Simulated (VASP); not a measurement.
# KBr (Fm-3m) in VASP: settings compared

The runs below take KBr through relaxation of cell and atoms, single point, with BLYP+D4, RPBE+D3(BJ), PBEsol.

Everything below comes from runs of VASP 6.6.1. Logs are shortened: lines on timing, memory, paths and dates and some standing lists are left out, and cuts for length are marked.

## Step 1: The cell of the first run

Symmetry: Fm-3m, No. 225, cubic system. The conventional cell has a = 6.600 Å, b = 6.600 Å, c = 6.600 Å, α = 90.00°, β = 90.00°, γ = 90.00°. Br (site symmetry m-3m) has 6 K at 3.30 Å within 4.3 Å. Within 4.3 Å of K (site symmetry m-3m) lie 6 Br at 3.30 Å.

## Step 2: Relaxation of cell and atoms, BLYP+D4

Contents of INCAR:

```
PREC     = Accurate       # precision mode
ENCUT    = 600            # plane-wave cutoff, eV
EDIFF    = 1E-6           # SCF threshold, eV
ISMEAR   = -1             # smearing method
SIGMA    = 0.05           # smearing width, eV
LREAL    = False          # projectors in reciprocal space
LASPH    = True           # aspherical terms in the spheres
NELM     = 80             # most SCF steps
ALGO     = Normal         # electronic algorithm
ISIF     = 3              # what is computed and relaxed
LWAVE    = False          # write WAVECAR
LCHARG   = False          # write CHGCAR
GGA      = B5             # functional
ALDAX    = 1.0          
AGGAX    = 1.0          
AGGAC    = 1.0          
ALDAC    = 0.0          
IVDW     = 13             # dispersion correction
IBRION   = 2              # ionic algorithm
NSW      = 80             # ionic steps
EDIFFG   = -0.01          # ionic threshold
VDW_S6   = 1.0          
VDW_S8   = 2.34076671   
VDW_A1   = 0.44488865   
VDW_A2   = 4.0933009
```

Contents of KPOINTS:

```
Automatic mesh
0
Gamma
  7 7 7
```

Contents of POSCAR:

```
KBr
1.0
    0.0000000000      3.3000000000      3.3000000000
    3.3000000000      0.0000000000      3.3000000000
    3.3000000000      3.3000000000      0.0000000000
Br K
1 1
Direct
    0.5000000000      0.5000000000      0.5000000000
    0.0000000000      0.0000000000      0.0000000000
```

Potentials or basis: VASP PAW PBE potentials, release 64 (Br, K_sv).

The run is started by

```bash
> cat potpaw_PBE.64/Br/POTCAR potpaw_PBE.64/K_sv/POTCAR > POTCAR
> mpirun -np 1 vasp_std > vasp.out
```

OUTCAR:

```text
PREC = Accurate
   ENCUT = 600
   EDIFF = 1E-6
   ISMEAR = -1
   LREAL = False
   LASPH = True
   NELM = 80
   ISIF = 3
   GGA = B5
   IVDW = 13
   IBRION = 2
   NSW = 80
   EDIFFG = -0.01

 ion  position               nearest neighbor table
   1  0.500  0.500  0.500-   2 3.30   2 3.30   2 3.30   2 3.30   2 3.30   2 3.30
   2  0.000  0.000  0.000-   1 3.30   1 3.30   1 3.30   1 3.30   1 3.30   1 3.30

  LATTYP: Found a face centered cubic cell.
 ALAT       =     6.6000000000

  Lattice vectors:

 A1 = (   0.0000000000,   3.3000000000,   3.3000000000)
 A2 = (   3.3000000000,   0.0000000000,   3.3000000000)
 A3 = (   3.3000000000,   3.3000000000,   0.0000000000)

Analysis of symmetry for initial positions (statically):
=====================================================================
 Subroutine PRICEL returns:
 Original cell was already a primitive cell.

 Routine SETGRP: Setting up the symmetry group for a
 face centered cubic supercell.

 Subroutine GETGRP returns: Found 48 space group operations
 (whereof 48 operations were pure point group operations)
 out of a pool of 48 trial point group operations.

The static configuration has the point symmetry O_h .

Analysis of symmetry for dynamics (positions and initial velocities):
=====================================================================
 Subroutine PRICEL returns:
 Original cell was already a primitive cell.

 Routine SETGRP: Setting up the symmetry group for a
 face centered cubic supercell.

 Subroutine GETGRP returns: Found 48 space group operations
 (whereof 48 operations were pure point group operations)
 out of a pool of 48 trial point group operations.

The dynamic configuration has the point symmetry O_h .

 Subroutine INISYM returns: Found 48 space group operations
 (whereof 48 operations are pure point group operations),
 and found     1 'primitive' translations

----------------------------------------------------------------------------------------

                                     Primitive cell

  volume of cell :      71.8740

  direct lattice vectors                    reciprocal lattice vectors
     0.000000000  3.300000000  3.300000000    -0.151515152  0.151515152  0.151515152
     3.300000000  0.000000000  3.300000000     0.151515152 -0.151515152  0.151515152
     3.300000000  3.300000000  0.000000000     0.151515152  0.151515152 -0.151515152

  length of vectors
     4.666904756  4.666904756  4.666904756     0.262431941  0.262431941  0.262431941

  position of ions in fractional coordinates (direct lattice)
     0.500000000  0.500000000  0.500000000
     0.000000000  0.000000000  0.000000000

  ion indices of the primitive-cell ions
   primitive index   ion index
                 1           1
                 2           2

----------------------------------------------------------------------------------------

 KPOINTS: Automatic mesh

Automatic generation of k-mesh.
 Grid dimensions read from file:
 generate k-points for:    7    7    7

 Generating k-lattice:

  Cartesian coordinates                     Fractional coordinates (reciprocal lattice)
    -0.021645022  0.021645022  0.021645022     0.142857143  0.000000000  0.000000000
     0.021645022 -0.021645022  0.021645022     0.000000000  0.142857143  0.000000000
     0.021645022  0.021645022 -0.021645022     0.000000000  0.000000000  0.142857143

  Length of vectors
     0.037490277  0.037490277  0.037490277

  Shift w.r.t. Gamma in fractional coordinates (k-lattice)
     0.000000000  0.000000000  0.000000000

 Subroutine IBZKPT returns following result:
 ===========================================

 Found     20 irreducible k-points:

 Following reciprocal coordinates:
            Coordinates               Weight
  0.000000  0.000000  0.000000      1.000000
  0.142857  0.000000  0.000000      8.000000
  0.285714  0.000000  0.000000      8.000000
  0.428571  0.000000  0.000000      8.000000
  0.142857  0.142857  0.000000      6.000000
  0.285714  0.142857  0.000000     24.000000
[... 12 lines left out ...]
 -0.428571  0.428571  0.142857     24.000000
 -0.285714  0.428571  0.142857     24.000000
   k-points           NKPTS =     20   k-points in BZ     NKDIM =     20   number of bands    NBANDS=     12
   number of dos      NEDOS =    301   number of ions     NIONS =      2
   total plane-waves  NPLWV =  64000
   dimension x,y,z NGX =    40 NGY =   40 NGZ =   40
   dimension x,y,z NGXF=    80 NGYF=   80 NGZF=   80
   ions per type =               1   1
   NGX,Y,Z   is equivalent  to a cutoff of  14.25, 14.25, 14.25 a.u.
   NGXF,Y,Z  is equivalent  to a cutoff of  28.50, 28.50, 28.50 a.u.
 SYSTEM =  unknown system
   PREC   = accura    normal or accurate (medium, high low for compatibility)
   ISTART =      0    job   : 0-new  1-cont  2-samecut
   ICHARG =      2    charge: 1-file 2-atom 10-const
   ISPIN  =      1    spin polarized calculation?
   LNONCOLLINEAR =      F non collinear calculations
   LSORBIT =      F    spin-orbit coupling
   LASPH  =      T    aspherical Exc in radial PAW
   ENCUT  =  600.0 eV  44.10 Ry    6.64 a.u.   9.32  9.32  9.32*2*pi/ulx,y,z
   NELM   =     80;   NELMIN=  2; NELMDL= -5     # of ELM steps
   EDIFF  = 0.1E-05   stopping-criterion for ELM
   LREAL  =      F    real-space projection
   EDIFFG = -.1E-01   stopping-criterion for IOM
   NSW    =     80    number of steps for IOM
   IBRION =      2    ionic relax: 0-MD 1-quasi-New 2-CG
   NFREE  =      1    steps in history (QN), initial steepest desc. (CG)
   ISIF   =      3    stress and relaxation
   ISYM   =      2    0-nonsym 1-usesym 2-fastsym
   POTIM  = 0.5000    time-step for ionic-motion
   TEBEG  =    0.0;   TEEND  =   0.0 temperature during run
   PSTRESS=    0.0 pullay stress
   NELECT =      16.0000    total number of electrons
   NUPDOWN=      -1.0000    fix difference up-down
   EMIN   =  10.00;   EMAX   =-10.00  energy-range for DOS
   EFERMI =   0.00;   METHOD = LEGACY
   ISMEAR =    -1;   SIGMA  =   0.05  broadening in eV -4-tet -1-fermi 0-gaus
   EFERMI_NEDOS =   21; number of points for ismear=-14 and -15
   IALGO  =     38    algorithm
   IMIX   =      4    mixing-type and parameters
     AMIX     =   0.40;   BMIX     =  1.00
     AMIX_MAG =   1.60;   BMIX_MAG =  1.00
  volume/ion in A,a.u.               =      35.94       242.51
  Fermi-wavevector in a.u.,A,eV,Ry     =   0.992181  1.874950 13.393889  0.984423
  Thomas-Fermi vector in A             =   2.123975
   LORBIT       =      0    0 simple, 1 ext, 2 COOP (PROOUT), +10 PAW based schemes
   GGA     = B5    functional components
   LHFCALC =     F    Hartree Fock is set to
   AEXX    =    0.0000 exact exchange contribution
   IVDW    =    13    specifies the selected vdW correction
   LEPSILON=     F    determine dielectric tensor
   LRPA    =     F    only Hartree local field effects (RPA)
 conjugate gradient relaxation of ions
 non-spin polarized calculation
  energy-cutoff  :      600.00
  volume of cell :       71.87
 maximum number of plane-waves:      2421
 NGX is ok and might be reduce to    40
   NGX = 19   NGY = 19   NGZ = 19

--------------------------------------- Ionic step        1  -------------------------------------------

 number of electron      16.0000000 magnetization

 Free energy of the ion-electron system (eV)
  ---------------------------------------------------
  ext. energy  EPLUGINS =         0.00000000
  ---------------------------------------------------
  free energy    TOTEN  =        -5.80093174 eV

  energy without entropy =       -5.80093174  energy(sigma->0) =       -5.80093174

------------------------ aborting loop because EDIFF is reached ----------------------------------------

  DFT-D4 for vdW energy calculation

  Edisp (eV):   -0.43847

  FORCE on cell =-STRESS in cart. coord.  units (eV):
  Direction    XX          YY          ZZ          XY          YZ          ZX
  --------------------------------------------------------------------------------------
  -------------------------------------------------------------------------------------
  Total       0.15989     0.15989     0.15989     0.00000    -0.00000     0.00000
  in kB       3.56407     3.56407     3.56407     0.00000    -0.00000     0.00000
  external pressure =        3.56 kB  Pullay stress =        0.00 kB

 VOLUME and BASIS-vectors are now :
 -----------------------------------------------------------------------------
  energy-cutoff  :      600.00
  volume of cell :       71.87
      direct lattice vectors                 reciprocal lattice vectors
     0.000000000  3.300000000  3.300000000    -0.151515152  0.151515152  0.151515152
     3.300000000  0.000000000  3.300000000     0.151515152 -0.151515152  0.151515152
     3.300000000  3.300000000  0.000000000     0.151515152  0.151515152 -0.151515152
[... 81 lines left out ...]
 POSITION                                       TOTAL-FORCE (eV/Angst)
 -----------------------------------------------------------------------------------
      3.32034      3.32034      3.32034         0.000000      0.000000     -0.000000
      0.00000      0.00000      0.00000        -0.000000      0.000000      0.000000
 -----------------------------------------------------------------------------------
    total drift:                                0.000000     -0.000000     -0.000000

  FREE ENERGIE OF THE ION-ELECTRON SYSTEM (eV)
  ---------------------------------------------------
  free  energy   TOTEN  =        -6.2411576042 eV

  energy  without entropy=       -6.2411576042  energy(sigma->0) =       -6.24115760

--------------------------------------- Ionic step        4  -------------------------------------------

 number of electron      15.9999999 magnetization

 Free energy of the ion-electron system (eV)
  ---------------------------------------------------
  ext. energy  EPLUGINS =         0.00000000
  ---------------------------------------------------
  free energy    TOTEN  =        -5.81417560 eV

  energy without entropy =       -5.81417560  energy(sigma->0) =       -5.81417560

 E-fermi :  -0.4809     XC(G=0):  -6.9864

 val. band max:       -1.5267633594   @ k =   0.0000   0.0000   0.0000
 cond. band min:       2.8581488200   @ k =   0.0000   0.0000   0.0000
 fundamental gap:      4.3849121795
 Fermi energy:        -0.4808808707

 k-point     1 :       0.0000    0.0000    0.0000
  band No.  band energies     occupation
      1     -29.3667      2.00000
      2     -13.8034      2.00000
      3     -12.9182      2.00000
      4     -12.9182      2.00000
      5     -12.9182      2.00000
      6      -1.5268      2.00000
      7      -1.5268      2.00000
      8      -1.5268      2.00000
      9       2.8581      0.00000
     10       6.0002      0.00000
     11       6.0002      0.00000
     12       6.0002      0.00000

 k-point     2 :       0.1429    0.0000    0.0000
  band No.  band energies     occupation
      1     -29.3657      2.00000
      2     -13.8464      2.00000
      3     -12.9192      2.00000
      4     -12.9192      2.00000
      5     -12.8630      2.00000
      6      -1.7979      2.00000
      7      -1.5908      2.00000
      8      -1.5908      2.00000
      9       3.3488      0.00000
     10       5.9104      0.00000
     11       6.2337      0.00000
     12       6.2337      0.00000
[... 294 lines left out ...]
 POSITION                                       TOTAL-FORCE (eV/Angst)
 -----------------------------------------------------------------------------------
      3.32412      3.32412      3.32412         0.000000      0.000000      0.000000
      0.00000      0.00000      0.00000        -0.000000     -0.000000     -0.000000
 -----------------------------------------------------------------------------------
    total drift:                                0.000000     -0.000000     -0.000000

  FREE ENERGIE OF THE ION-ELECTRON SYSTEM (eV)
  ---------------------------------------------------
  free  energy   TOTEN  =        -6.2412234988 eV

  energy  without entropy=       -6.2412234987  energy(sigma->0) =       -6.24122350

 reached required accuracy - stopping structural energy minimisation
```

Run time: 1.8 min. Hardware: 1 thread of Intel Xeon Platinum 8488C (Sapphire Rapids), shared host; peak memory 0.25 GiB.

Results:

- Free energy: -6.2412 eV
- Relaxed volume: 36.73 Å³/atom
- Relaxed cell: a = 4.701 Å, b = 4.701 Å, c = 4.701 Å, α = 60.00°, β = 60.00°, γ = 60.00°
- Space group after relaxing (to 0.05 Å): Fm-3m (No. 225)
- Energy gained by relaxing: 0.9 meV/atom
- Ionic steps: 4
- Pressure after relaxing: 0.0 GPa
- Band gap on the k mesh: 4.38 eV, direct
- Dispersion energy per atom: -0.214 eV

Step by step:
```tsv
step	energy change (eV)	largest force (eV/Å)	pressure (GPa)	volume (Å³)
1	0.0000	0.0000	0.36	71.87
2	-0.0014	0.0000	0.16	72.71
3	-0.0018	0.0000	0.05	73.21
4	-0.0018	0.0000	0.01	73.46
```

Final structure:
```yaml
crystal:
  lattice:
    - [0.00000, 3.32412, 3.32412]
    - [3.32412, 0.00000, 3.32412]
    - [3.32412, 3.32412, 0.00000]
  atoms:
    - { symbol: Br, position: [0.50000, 0.50000, 0.50000] }
    - { symbol: K, position: [0.00000, 0.00000, 0.00000] }
```

Levels at points of the mesh, in eV from the valence-band top:
| k point | band 6 | band 7 | band 8 | band 9 | band 10 | band 11 |
| --- | --- | --- | --- | --- | --- | --- |
| (0.00, 0.00, 0.00) | 0.00 | 0.00 | 0.00 | 4.38 | 7.53 | 7.53 |

Caveat: the PAW data sets were made with another functional, which shifts forces and pressure a little.

## Step 3: Relaxation of cell and atoms, RPBE+D3(BJ)

Contents of INCAR:

```
SYSTEM = KBr
PREC = Accurate
ENCUT = 600
EDIFF = 1E-6
ISMEAR = -1
SIGMA = 0.05
LREAL = .FALSE.
LASPH = .TRUE.
NELM = 80
ALGO = Normal
ISIF = 3
LWAVE = .FALSE.
LCHARG = .FALSE.
GGA = RP
IVDW = 12
IBRION = 2
NSW = 80
EDIFFG = -0.02
```

Contents of KPOINTS:

```
Automatic mesh
0
G
  7 7 7
  0 0 0
```

POSCAR is that of step 2.

Potentials or basis: VASP PAW PBE potentials, release 64 (Br, K_sv).

The run is started by

```bash
> cat potpaw_PBE.64/Br/POTCAR potpaw_PBE.64/K_sv/POTCAR > POTCAR
> mpirun -np 1 vasp_std > vasp.out
```

OUTCAR:

```text
SYSTEM = KBr
   PREC = Accurate
   ENCUT = 600
   EDIFF = 1E-6
   ISMEAR = -1
   LREAL = .FALSE.
   LASPH = .TRUE.
   NELM = 80
   ISIF = 3
   GGA = RP
   IVDW = 12
   IBRION = 2
   NSW = 80
   EDIFFG = -0.02
 IVDW          = 12

 ion  position               nearest neighbor table
   1  0.500  0.500  0.500-   2 3.30   2 3.30   2 3.30   2 3.30   2 3.30   2 3.30
   2  0.000  0.000  0.000-   1 3.30   1 3.30   1 3.30   1 3.30   1 3.30   1 3.30

  LATTYP: Found a face centered cubic cell.
 ALAT       =     6.6000000000

  Lattice vectors:

 A1 = (   0.0000000000,   3.3000000000,   3.3000000000)
 A2 = (   3.3000000000,   0.0000000000,   3.3000000000)
 A3 = (   3.3000000000,   3.3000000000,   0.0000000000)

Analysis of symmetry for initial positions (statically):
=====================================================================
 Subroutine PRICEL returns:
[... 183 lines left out ...]
      6      -1.6077      2.00000
      7      -1.6077      2.00000
      8      -1.6077      2.00000
      9       3.1646      0.00000
     10       6.1824      0.00000
     11       6.1824      0.00000
     12       6.1824      0.00000
[... 442 lines left out ...]
--------------------------------------- Ionic step        5  -------------------------------------------

 number of electron      16.0000000 magnetization

 Free energy of the ion-electron system (eV)
  ---------------------------------------------------
  ext. energy  EPLUGINS =         0.00000000
  ---------------------------------------------------
  free energy    TOTEN  =        -5.23334141 eV

  energy without entropy =       -5.23334141  energy(sigma->0) =       -5.23334141

 E-fermi :   0.7329     XC(G=0):  -8.2049

 val. band max:       -0.2902578865   @ k =   0.0000   0.0000   0.0000
 cond. band min:       5.3458155006   @ k =   0.0000   0.0000   0.0000
 fundamental gap:      5.6360733870
 Fermi energy:         0.7329168870

 k-point     1 :       0.0000    0.0000    0.0000
  band No.  band energies     occupation
      1     -27.7163      2.00000
      2     -12.9709      2.00000
      3     -11.1680      2.00000
      4     -11.1680      2.00000
      5     -11.1680      2.00000
      6      -0.2903      2.00000
      7      -0.2903      2.00000
      8      -0.2903      2.00000
      9       5.3458      0.00000
     10       7.3860      0.00000
     11       7.3860      0.00000
     12       7.3860      0.00000
[... 316 lines left out ...]
  FREE ENERGIE OF THE ION-ELECTRON SYSTEM (eV)
  ---------------------------------------------------
  free  energy   TOTEN  =        -7.9790591785 eV

  energy  without entropy=       -7.9790591784  energy(sigma->0) =       -7.97905918

 reached required accuracy - stopping structural energy minimisation
```

CONTCAR:

```text
KBr
   1.00000000000000
     0.0000000000000000    3.0155167210094040    3.0155167210094040
     3.0155167210094040    0.0000000000000000    3.0155167210094040
     3.0155167210094040    3.0155167210094040   -0.0000000000000000
  Br              K
     1     1
Direct
     0.5000000000000000    0.5000000000000000    0.5000000000000000
     0.0000000000000000    0.0000000000000000    0.0000000000000000

  0.00000000E+00  0.00000000E+00  0.00000000E+00
  0.00000000E+00  0.00000000E+00  0.00000000E+00
```

Run time: 91 s. Hardware: 1 thread of Intel Xeon Platinum 8488C (Sapphire Rapids), shared host; peak memory 0.26 GiB.

Results:

* Free energy: -7.9791 eV
* Relaxed volume: 27.42 Å³/atom
* Relaxed cell: a = 4.265 Å, b = 4.265 Å, c = 4.265 Å, α = 60.00°, β = 60.00°, γ = 60.00°
* Space group after relaxing (to 0.05 Å): Fm-3m (No. 225)
* Energy gained by relaxing: 164.8 meV/atom
* Ionic steps: 5
* Pressure after relaxing: -0.1 GPa
* Band gap on the k mesh: 5.64 eV, direct
* Dispersion energy per atom: -1.373 eV

Step by step:
| step | energy change (eV) | largest force (eV/Å) | pressure (GPa) | volume (Å³) |
| --- | --- | --- | --- | --- |
| 1 | 0.0000 | 0.0000 | -4.65 | 71.87 |
| 2 | -0.2579 | 0.0000 | -2.98 | 61.56 |
| 3 | -0.3280 | 0.0000 | -0.54 | 55.63 |
| 4 | -0.3295 | 0.0000 | 0.12 | 54.53 |
| 5 | -0.3295 | 0.0000 | -0.08 | 54.84 |

Final structure:
```xyz
2
Lattice="0.0000 3.0155 3.0155 3.0155 0.0000 3.0155 3.0155 3.0155 0.0000" Properties=species:S:1:pos:R:3 pbc="T T T"
Br    3.0155    3.0155    3.0155
K     0.0000    0.0000    0.0000
```

Caveat: the volume moved by over 15 % at a fixed basis, so the end points are rough; the PAW data sets were made with another functional, which shifts forces and pressure a little; the volume moved by -24 % from the deposited cell, more than functionals usually miss.

[end of part 1 of 2]
